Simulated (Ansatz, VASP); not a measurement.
BN in VASP and in Ansatz

```
B N
1.0
     4.55540    0.00000    0.00000
     0.00000    4.55540    0.00000
     0.00000    0.00000    2.70210
B N
4 4
Direct
  0.17428 0.82572 0.50000
  0.32572 0.32572 0.00000
  0.67428 0.67428 0.00000
  0.82572 0.17428 0.50000
  0.81261 0.81261 0.50000
  0.31261 0.68739 0.00000
  0.68739 0.31261 0.00000
  0.18739 0.18739 0.50000
```

Alike in both runs: task single point; functional PBE; k mesh 6 × 6 × 10; occupations gaussian, width 0.05 eV; no spin polarisation.

|  | VASP | Ansatz |
| --- | --- | --- |
| version | VASP 6.6.1 | Ansatz 0.2.0 |
| potentials or method | VASP PAW PBE potentials, release 64 (B, N), cutoff 520 eV | scalar-relativistic, plane waves, PAW |
| valence electrons in the cell | 32 | 32 |

|  | VASP | Ansatz | Ansatz less VASP |
| --- | --- | --- | --- |
| gap on the k mesh at the Fermi level (eV) | 4.82 | 4.83 | +0.008 |
| least direct gap on the mesh (eV) | 5.74 | 5.75 | +0.009 |
| rms of the force components (eV/Å) | 0.051 | 0.054 | +0.0028 |

Atom by atom the forces differ by 0.003 eV/Å (rms over components). The functional is the same, so the differences come from potentials, cutoffs and numerics.
